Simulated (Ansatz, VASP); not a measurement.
SiC in VASP and in Ansatz

File INCAR:

```
PREC     = Accurate       # precision mode
ENCUT    = 600            # plane-wave cutoff, eV
EDIFF    = 1E-6           # SCF threshold, eV
ISMEAR   = -1             # smearing method
SIGMA    = 0.05           # smearing width, eV
LREAL    = F              # projectors in reciprocal space
LASPH    = T              # aspherical terms in the spheres
NELM     = 80             # most SCF steps
ALGO     = Normal         # electronic algorithm
ISIF     = 3              # what is computed and relaxed
LWAVE    = F              # write WAVECAR
LCHARG   = F              # write CHGCAR
GGA      = CA             # functional
IBRION   = 2              # ionic algorithm
NSW      = 100            # ionic steps
EDIFFG   = -0.002         # ionic threshold
```

The input KPOINTS:

```
Automatic mesh
0
Gamma
  16 16 8
```

The input POSCAR:

```
SiC
1.0
    3.0760000000      0.0000000000      0.0000000000
   -1.5380000000      2.6638941420      0.0000000000
    0.0000000000      0.0000000000      5.0480000000
Si C
2 2
Direct
    0.3333333333      0.6666666667      0.0000000000
    0.6666666667      0.3333333333      0.5000000000
    0.3333333333      0.6666666667      0.3850000000
    0.6666666667      0.3333333333      0.8850000000
```

Input for Ansatz:

```yaml
crystal:
  lattice:
    - [3.07599999998, 0.0, 0.0]
    - [-1.53799999999, 2.66389414203, 0.0]
    - [0.0, 0.0, 5.048]
  atoms:
    - { symbol: Si, position: [0.333333333333, 0.666666666667, 0.0] }
    - { symbol: Si, position: [0.666666666667, 0.333333333333, 0.5] }
    - { symbol: C, position: [0.333333333333, 0.666666666667, 0.385] }
    - { symbol: C, position: [0.666666666667, 0.333333333333, 0.885] }
kpoints:
  mp_grid: { grid: [16, 16, 8] }
scf:
  occupations: { method: fermi_dirac, width: 0.05 }
hamiltonian:
  xc: lda
  pseudopotentials: { kind: paw }
relax:
  f_tol: 0.002
  max_steps: 80
  cell: {}
output:
  forces: true
  stress: true
```

Alike in both runs: task relaxation of cell and atoms; functional LDA; k mesh 16 × 16 × 8; occupations fermi-dirac, width 0.05 eV; no spin polarisation.

|  | VASP | Ansatz |
| --- | --- | --- |
| version | VASP 6.6.1 | Ansatz 0.2.0 |
| potentials or method | VASP PAW LDA potentials, release 64 (Si, C) | PAW with Ansatz's default frozen-core files, scalar-relativistic |
| plane-wave cutoff (eV) | 600 | 420 |
| valence electrons in the cell | 16 | 16 |

|  | VASP | Ansatz | Ansatz less VASP |
| --- | --- | --- | --- |
| relaxed volume (Å³/atom) | 10.16 | 10.14 | -0.011 |
| relaxed cell length with the largest relative difference (Å) | 5.018 | 5.016 | -0.0020 |

LDA's correlation is that of Perdew and Zunger in VASP and of Perdew and Wang (1992) in Ansatz.
